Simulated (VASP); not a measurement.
# BAs in VASP: further runs

Runs on BAs. Level: LDA. Tasks: single point.

All numbers are computed with VASP 6.6.1; they aren't measurements. Logs are shortened: lines on timing, memory, paths and dates and some standing lists are left out, and cuts for length are marked.

**1. The cell of the first run**

It takes space group F-43m (No. 216, cubic). Conventional cell: a = 4.871 Å, b = 4.871 Å, c = 4.871 Å, α = 90.00°, β = 90.00°, γ = 90.00°. Within 2.8 Å of B (site symmetry -43m) lie 4 As at 2.11 Å. As (site symmetry -43m) has 4 B at 2.11 Å within 2.8 Å.

**2. Single point, LDA (volume scaled by 1.06)**

Contents of INCAR:

```
  ALGO = Normal
  EDIFF = 1E-7
  ENCUT = 520
  ISIF = 2
  ISMEAR = -1
  LASPH = T
  LCHARG = F
  LREAL = F
  LWAVE = F
  NBANDS = 11
  NELM = 100
  PREC = Accurate
  SIGMA = 0.05
```

Contents of KPOINTS:

```
k-points
0
Gamma
  13 13 13
```

Contents of POSCAR:

```
BAs
1.0
    0.0000000000      2.4353452264      2.4353452264
    2.4353452264      0.0000000000      2.4353452264
    2.4353452264      2.4353452264      0.0000000000
B As
1 1
Direct
    0.0000000000      0.0000000000      0.0000000000
    0.7500000000      0.7500000000      0.7500000000
```

Potentials or basis: VASP PAW LDA potentials, release 64 (B, As).

The run is started by

```
> cat potpaw_LDA.64/B/POTCAR potpaw_LDA.64/As/POTCAR > POTCAR
> mpirun -np 1 vasp_std > vasp.out
```

OUTCAR:

```text
EDIFF = 1E-7
   ENCUT = 520
   ISIF = 2
   ISMEAR = -1
   LASPH = T
   LREAL = F
   NELM = 100
   PREC = Accurate

 ion  position               nearest neighbor table
   1  0.000  0.000  0.000-   2 2.11   2 2.11   2 2.11   2 2.11
   2  0.750  0.750  0.750-   1 2.11   1 2.11   1 2.11   1 2.11

  LATTYP: Found a face centered cubic cell.
 ALAT       =     4.8706904528

  Lattice vectors:

 A1 = (   0.0000000000,   2.4353452264,   2.4353452264)
 A2 = (   2.4353452264,   0.0000000000,   2.4353452264)
 A3 = (   2.4353452264,   2.4353452264,   0.0000000000)

Analysis of symmetry for initial positions (statically):
=====================================================================
 Subroutine PRICEL returns:
 Original cell was already a primitive cell.

 Routine SETGRP: Setting up the symmetry group for a
 face centered cubic supercell.

 Subroutine GETGRP returns: Found 24 space group operations
 (whereof 24 operations were pure point group operations)
 out of a pool of 48 trial point group operations.

The static configuration has the point symmetry T_d .

Analysis of symmetry for dynamics (positions and initial velocities):
=====================================================================
 Subroutine PRICEL returns:
 Original cell was already a primitive cell.

 Routine SETGRP: Setting up the symmetry group for a
 face centered cubic supercell.

 Subroutine GETGRP returns: Found 24 space group operations
 (whereof 24 operations were pure point group operations)
 out of a pool of 48 trial point group operations.

The dynamic configuration has the point symmetry T_d .

 Subroutine INISYM returns: Found 24 space group operations
 (whereof 24 operations are pure point group operations),
 and found     1 'primitive' translations

----------------------------------------------------------------------------------------

                                     Primitive cell

  volume of cell :      28.8876

  direct lattice vectors                    reciprocal lattice vectors
     0.000000000  2.435345226  2.435345226    -0.205309701  0.205309701  0.205309701
     2.435345226  0.000000000  2.435345226     0.205309701 -0.205309701  0.205309701
     2.435345226  2.435345226  0.000000000     0.205309701  0.205309701 -0.205309701

  length of vectors
     3.444098248  3.444098248  3.444098248     0.355606833  0.355606833  0.355606833

  position of ions in fractional coordinates (direct lattice)
     0.000000000  0.000000000  0.000000000
     0.750000000  0.750000000  0.750000000

  ion indices of the primitive-cell ions
[... 79 lines left out ...]
   IBRION =     -1    ionic relax: 0-MD 1-quasi-New 2-CG
   NFREE  =      0    steps in history (QN), initial steepest desc. (CG)
   ISIF   =      2    stress and relaxation
   ISYM   =      2    0-nonsym 1-usesym 2-fastsym
   POTIM  = 0.5000    time-step for ionic-motion
   TEBEG  =    0.0;   TEEND  =   0.0 temperature during run
   PSTRESS=    0.0 pullay stress
   NELECT =       8.0000    total number of electrons
   NUPDOWN=      -1.0000    fix difference up-down
   EMIN   =  10.00;   EMAX   =-10.00  energy-range for DOS
   EFERMI =   0.00;   METHOD = LEGACY
   ISMEAR =    -1;   SIGMA  =   0.05  broadening in eV -4-tet -1-fermi 0-gaus
   EFERMI_NEDOS =   21; number of points for ismear=-14 and -15
   IALGO  =     38    algorithm
   IMIX   =      4    mixing-type and parameters
     AMIX     =   0.40;   BMIX     =  1.00
     AMIX_MAG =   1.60;   BMIX_MAG =  1.00
  volume/ion in A,a.u.               =      14.44        97.47
  Fermi-wavevector in a.u.,A,eV,Ry     =   1.067090  2.016507 15.492690  1.138681
  Thomas-Fermi vector in A             =   2.202695
   LORBIT       =      0    0 simple, 1 ext, 2 COOP (PROOUT), +10 PAW based schemes
   GGA     = CA    functional components
   LHFCALC =     F    Hartree Fock is set to
   AEXX    =    0.0000 exact exchange contribution
   IVDW    =     0    specifies the selected vdW correction
   LEPSILON=     F    determine dielectric tensor
   LRPA    =     F    only Hartree local field effects (RPA)
 non-spin polarized calculation
  energy-cutoff  :      520.00
  volume of cell :       28.89
 maximum number of plane-waves:       794
 NGX is ok and might be reduce to    28
   NGX = 13   NGY = 13   NGZ = 13

 number of electron       7.9999999 magnetization

 Free energy of the ion-electron system (eV)
  ---------------------------------------------------
  ext. energy  EPLUGINS =         0.00000000
  ---------------------------------------------------
  free energy    TOTEN  =       -12.85290702 eV

  energy without entropy =      -12.85290697  energy(sigma->0) =      -12.85290699

 E-fermi :   6.0875     XC(G=0): -10.5433

 val. band max:        5.5154483589   @ k =   0.0000   0.0000   0.0000
 cond. band min:       6.6911640268   @ k =   0.3846   0.3846   0.0000
 fundamental gap:      1.1757156680
 Fermi energy:         6.0874900231

 k-point     1 :       0.0000    0.0000    0.0000
  band No.  band energies     occupation
      1      -9.3473      2.00000
      2       5.5154      1.99998
      3       5.5154      1.99998
      4       5.5154      1.99998
      5       8.6922      0.00000
      6       8.6922      0.00000
      7       8.6922      0.00000
      8       9.4789      0.00000
      9      14.5895      0.00000
     10      18.3102      0.00000
     11      18.3102      0.00000
[... 309 lines left out ...]
 k-point    24 :       0.4615    0.1538    0.0000
  band No.  band energies     occupation
      1      -6.8034      2.00000
      2      -1.9700      2.00000
      3       2.3837      2.00000
      4       3.1175      2.00000
      5       8.4418      0.00000
      6      10.5608      0.00000
      7      11.5970      0.00000
      8      13.1218      0.00000
      9      16.7965      0.00000
     10      18.9875      0.00000
     11      20.0354      0.00000

 [... further k-points ...]
[... 5 lines left out ...]
  --------------------------------------------------------------------------------------
  -------------------------------------------------------------------------------------
  Total       -1.8064913     -1.8064913     -1.8064913      0.0000000      0.0000000     -0.0000000
  in kB     -100.1924169   -100.1924169   -100.1924169      0.0000000      0.0000000     -0.0000000
  external PRESSURE =    -100.1924169 kB  Pullay stress =       0.0000000 kB

 VOLUME and BASIS-vectors are now :
 -----------------------------------------------------------------------------
  energy-cutoff  :      520.00
  volume of cell :       28.89
      direct lattice vectors                 reciprocal lattice vectors
     0.000000000  2.435345226  2.435345226    -0.205309701  0.205309701  0.205309701
     2.435345226  0.000000000  2.435345226     0.205309701 -0.205309701  0.205309701
     2.435345226  2.435345226  0.000000000     0.205309701  0.205309701 -0.205309701

 POSITION                                       TOTAL-FORCE (eV/Angst)
 -----------------------------------------------------------------------------------
      0.00000      0.00000      0.00000        -0.000000     -0.000000     -0.000000
      3.65302      3.65302      3.65302         0.000000      0.000000      0.000000
 -----------------------------------------------------------------------------------
    total drift:                                0.000000      0.000000      0.000000

  FREE ENERGIE OF THE ION-ELECTRON SYSTEM (eV)
  ---------------------------------------------------
  free  energy   TOTEN  =       -12.8529070175 eV

  energy  without entropy=      -12.8529069663  energy(sigma->0) =      -12.85290699
```

OSZICAR:

```text
N       E                     dE             d eps       ncg     rms          rms(c)
DAV:   1     0.106536042824E+02    0.10654E+02   -0.35941E+03  1848   0.624E+02
DAV:   2    -0.127155321541E+02   -0.23369E+02   -0.22377E+02  2475   0.103E+02
DAV:   3    -0.134576258787E+02   -0.74209E+00   -0.74069E+00  2325   0.173E+01
DAV:   4    -0.134597749982E+02   -0.21491E-02   -0.21490E-02  2055   0.105E+00
DAV:   5    -0.134597789631E+02   -0.39649E-05   -0.39654E-05  2210   0.476E-02    0.460E+00
DAV:   6    -0.129302938831E+02    0.52949E+00   -0.14944E+00  1959   0.473E+00    0.218E+00
DAV:   7    -0.128651117524E+02    0.65182E-01   -0.14974E-01  2169   0.196E+00    0.857E-01
DAV:   8    -0.128528778947E+02    0.12234E-01   -0.21286E-02  2109   0.757E-01    0.914E-02
DAV:   9    -0.128528977807E+02   -0.19886E-04   -0.76237E-04  2057   0.163E-01    0.502E-02
DAV:  10    -0.128529057622E+02   -0.79815E-05   -0.76791E-05  1962   0.497E-02    0.115E-02
DAV:  11    -0.128529071383E+02   -0.13761E-05   -0.14326E-06  2213   0.796E-03    0.101E-02
DAV:  12    -0.128529070169E+02    0.12137E-06   -0.82426E-07  2001   0.371E-03    0.278E-03
DAV:  13    -0.128529070175E+02   -0.61078E-09   -0.33547E-08   972   0.120E-03
   1 F= -.12852907E+02 E0= -.12852907E+02  d E =-.512194E-07
```

Wall time 26 s (1 thread of Intel Xeon 6975P-C, shared host); peak memory 0.16 GiB.

Results:

```yaml
Free_energy: -12.8529 eV
Pressure: -10.0 GPa
Band_gap_on_the_k_mesh: 1.18 eV, indirect (least direct gap 3.18 eV)
```

Levels at points of the mesh, in eV from the valence-band top:
| k point | band 1 | band 2 | band 3 | band 4 | band 5 | band 6 | band 7 | band 8 |
| --- | --- | --- | --- | --- | --- | --- | --- | --- |
| (0.00, 0.00, 0.00) | -14.86 | 0.00 | 0.00 | 0.00 | 3.18 | 3.18 | 3.18 | 3.96 |

**3. Single point, LDA (zz strain of -1 %)**

Contents of INCAR:

```
PREC = Accurate
ENCUT = 520
EDIFF = 1E-7
ISMEAR = -1
SIGMA = 0.05
LREAL = F
LASPH = T
NELM = 80
ALGO = Normal
ISIF = 2
LWAVE = F
LCHARG = T
GGA = CA
LELF = T
LVHAR = T
NBANDS = 11
```

Contents of KPOINTS:

```
regular mesh
0
Gamma
  13 13 13
```

Contents of POSCAR:

```
BAs
1.0
    0.0000000000      2.3885000000      2.3646150000
    2.3885000000      0.0000000000      2.3646150000
    2.3885000000      2.3885000000      0.0000000000
B As
1 1
Direct
    0.0000000000      0.0000000000      0.0000000000
    0.7500000000      0.7500000000      0.7500000000
```

Potentials or basis: VASP PAW LDA potentials, release 64 (B, As).

The run is started by

```
> cat potpaw_LDA.64/B/POTCAR potpaw_LDA.64/As/POTCAR > POTCAR
> mpirun -np 1 vasp_std > vasp.out
```

Wall time 47 s (1 thread of Intel Xeon 6975P-C, shared host); peak memory 0.19 GiB.

It converged, with:

- Free energy: -12.9241 eV
- Pressure: -1.7 GPa
- Band gap on the k mesh: 0.97 eV, indirect (least direct gap 3.16 eV)

Stress tensor (GPa, compression positive):
```
-2.39  0.00  0.00
 0.00 -2.39  0.00
 0.00  0.00 -0.32
```

Levels at points of the mesh, in eV from the valence-band top:
```tsv
k point	band 2	band 3	band 4	band 5	band 6	band 7
(0.00, 0.00, 0.00)	-0.10	-0.10	0.00	3.16	3.22	3.22
```

Caveat: the cell differs from its parent crystal (zz strain of -1 %).

**4. Single point, LDA (zz strain of +2 %)**

Contents of INCAR:

```
SYSTEM = BAs
  ALGO = Normal
  EDIFF = 1E-6
  ENCUT = 520
  GGA = CA
  ISIF = 2
  ISMEAR = -1
  LASPH = .TRUE.
  LCHARG = .FALSE.
  LREAL = .FALSE.
  LWAVE = .FALSE.
  NBANDS = 11
  NELM = 80
  PREC = Accurate
  SIGMA = 0.05
```

Contents of KPOINTS:

```
k-points
0
G
  13 13 13
  0 0 0
```

Contents of POSCAR:

```
BAs
1.0
    0.0000000000      2.3885000000      2.4362700000
    2.3885000000      0.0000000000      2.4362700000
    2.3885000000      2.3885000000      0.0000000000
B As
1 1
Direct
    0.0000000000      0.0000000000      0.0000000000
    0.7500000000      0.7500000000      0.7500000000
```

The run is started by

```
> cat potpaw_LDA.64/B/POTCAR potpaw_LDA.64/As/POTCAR > POTCAR
> mpirun -np 1 vasp_std > vasp.out
```

Wall time 33 s (1 thread of Intel Xeon 6975P-C, shared host); peak memory 0.19 GiB.

It converged, with:

* Free energy: -12.9018 eV
* Pressure: -5.6 GPa
* Band gap on the k mesh: 1.00 eV, indirect (least direct gap 3.12 eV)

Stress tensor (GPa, compression positive):
```
-4.26  0.00  0.00
 0.00 -4.26  0.00
 0.00  0.00 -8.41
```

Levels at points of the mesh, in eV from the valence-band top:
```csv
k point,band 1,band 2,band 3,band 4,band 5,band 6,band 7,band 8,band 9
"(0.00, 0.00, 0.00)",-15.26,-0.19,0.00,0.00,3.12,3.12,3.25,4.37,9.20
```

Caveat: the cell differs from its parent crystal (zz strain of +2 %). A k mesh can miss the band edges.

**5. Single point, LDA (equal xx and yy strain of +2 %)**

Contents of INCAR:

```
SYSTEM = BAs
  PREC = Accurate
  ENCUT = 520
  EDIFF = 1E-6
  ISMEAR = -1
  SIGMA = 0.05
  LREAL = .FALSE.
  LASPH = .TRUE.
  NELM = 100
  ALGO = Normal
  ISIF = 2
  LWAVE = .FALSE.
  LCHARG = .TRUE.
  LELF = .TRUE.
  LVHAR = .TRUE.
  NBANDS = 11
```

Contents of KPOINTS:

```
Automatic mesh
0
G
  13 13 13
  0 0 0
```

Contents of POSCAR:

```
BAs
1.0
    0.0000000000      2.4362700000      2.3885000000
    2.4362700000      0.0000000000      2.3885000000
    2.4362700000      2.4362700000      0.0000000000
B As
1 1
Direct
    0.0000000000      0.0000000000      0.0000000000
    0.7500000000      0.7500000000      0.7500000000
```

The run is started by

```
> cat potpaw_LDA.64/B/POTCAR potpaw_LDA.64/As/POTCAR > POTCAR
> mpirun -np 1 vasp_std > vasp.out
```

Run time: 42 s. Hardware: 1 thread of Intel Xeon 6975P-C, shared host; peak memory 0.19 GiB.

It converged, with:

```yaml
Free_energy: -12.8783 eV
Pressure: -8.0 GPa
Band_gap_on_the_k_mesh: 0.87 eV, indirect (least direct gap 3.00 eV)
```

Stress tensor (GPa, compression positive):
```
-9.27  0.00  0.00
 0.00 -9.27  0.00
 0.00  0.00 -5.43
```

Levels at points of the mesh, in eV from the valence-band top:
```tsv
k point	band 1	band 2	band 3	band 4	band 5	band 6	band 7	band 8
(0.00, 0.00, 0.00)	-15.15	-0.18	-0.18	0.00	3.00	3.12	3.12	4.07
```

Caveat: the cell differs from its parent crystal (equal xx and yy strain of +2 %).

**6. Overview**

| cell | gap on the mesh (eV) | pressure (GPa) |
| --- | --- | --- |
| a = 3.444 Å, angles 60.0°, 2 atoms | 1.18 | -10.0 |
| a = 3.361, b = 3.361, c = 3.378 Å, angles 59.8, 59.8, 60.3°, 2 atoms | 0.97 | -1.7 |
| a = 3.412, b = 3.412, c = 3.378 Å, angles 60.3, 60.3, 59.3°, 2 atoms | 1.00 | -5.6 |
| a = 3.412, b = 3.412, c = 3.445 Å, angles 59.7, 59.7, 60.7°, 2 atoms | 0.87 | -8.0 |

Alike in all rows: task single point; level LDA; potentials or basis VASP PAW LDA potentials, release 64 (B, As); no spin polarisation; k mesh 13 × 13 × 13; cutoff (eV) 520; smearing fermi-dirac 0.05 eV.

Absolute energies hang on the potentials; compare differences alone.
